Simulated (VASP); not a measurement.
The system is BaTiO3.

```
Ba Ti O
1.0
     4.04567    0.00000    0.00000
     0.00000    4.04567    0.00000
     0.00000    0.00000    4.04567
Ba Ti O
1 1 3
Direct
  0.50000 0.50000 0.50000
  0.00000 0.00000 0.00000
  0.00000 0.00000 0.50000
  0.00000 0.50000 0.00000
  0.50000 0.00000 0.00000
```

```yaml
Program: VASP 6.6.1
Task: relaxation of cell and atoms
Functional: r2SCAN
Potentials_or_basis: VASP PAW PBE potentials, release 64 (Ba_sv, Ti_sv, O)
Cutoff: 600 eV
k_mesh: 5 × 5 × 5
Occupations: gaussian, width 0.03 eV
Spin: no spin polarisation
```

At the start: pressure -4.8 GPa; volume 13.24 Å³/atom.

Q: Where does the relaxation end?

A: Over 4 steps the energy falls by 4.9 meV/atom and the volume is 12.87 Å³/atom (-2.8 %); space group Pm-3m (No. 221, to 0.1 Å) before and after.

Step by step:
```csv
step,energy change (eV),largest force (eV/Å),pressure (GPa),volume (Å³)
1,0.0000,0.0000,-4.78,66.22
2,0.0028,0.0000,5.59,62.50
3,-0.0286,0.0000,-0.01,64.36
4,-0.0247,0.0000,0.00,64.36
```

Final structure:
```
Ba Ti O
1.0
     4.00752    0.00000    0.00000
     0.00000    4.00752    0.00000
     0.00000    0.00000    4.00752
Ba Ti O
1 1 3
Direct
  0.50000 0.50000 0.50000
  0.00000 0.00000 0.00000
  0.00000 0.00000 0.50000
  0.00000 0.50000 0.00000
  0.50000 0.00000 0.00000
```

Caveat: the PAW data sets were made with another functional, which shifts forces and pressure a little.
